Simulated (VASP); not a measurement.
Input of a VASP 6.6.1 run:

Contents of POSCAR:

```
Ag
1.0
    2.9339752973      0.0000000000      0.0000000000
   -1.4669876486      2.5408971415      0.0000000000
    0.0000000000      0.0000000000      9.5607333830
Ag
4
Direct
    0.3333333333      0.6666666667      0.2500000000
    0.6666666667      0.3333333333      0.7500000000
    0.0000000000      0.0000000000      0.0000000000
    0.0000000000      0.0000000000      0.5000000000
```

Contents of INCAR.step1:

```
PREC = Accurate
ENCUT = 520
ISMEAR = 0
SIGMA = 0.1
LREAL = False
LASPH = True
NELM = 80
NBANDS = 30
GGA = PE
ALGO = Normal
EDIFF = 1E-4
LWAVE = True
LCHARG = False
```

File INCAR.step2:

```
PREC = Accurate
ENCUT = 520
EDIFF = 1E-6
ISMEAR = 0
SIGMA = 0.1
LREAL = False
LASPH = True
NELM = 80
ALGO = Normal
ISIF = 2
LWAVE = False
LCHARG = True
METAGGA = R2SCAN
LMIXTAU = True
LELF = True
LVHAR = True
NBANDS = 30
ISTART = 1
```

File KPOINTS:

```
Automatic mesh
0
Gamma
  18 18 4
```

Potentials or basis: VASP PAW PBE potentials, release 64 (Ag).

The run is started by

```sh
$ cat potpaw_PBE.64/Ag/POTCAR > POTCAR
$ cp INCAR.step1 INCAR
$ mpirun -np 1 vasp_std > vasp.out
$ cp INCAR.step2 INCAR
$ mpirun -np 1 vasp_std > vasp.out
```

**Question.** What does it give for the pressure?

**Answer.** -2.7 GPa.

**Question.** Estimate the band gap on the k mesh.

**Answer.** Zero (bands 22 and 23 overlap by 6.82 eV).

Caveat: the PAW data sets were made with another functional, which shifts forces and pressure a little.
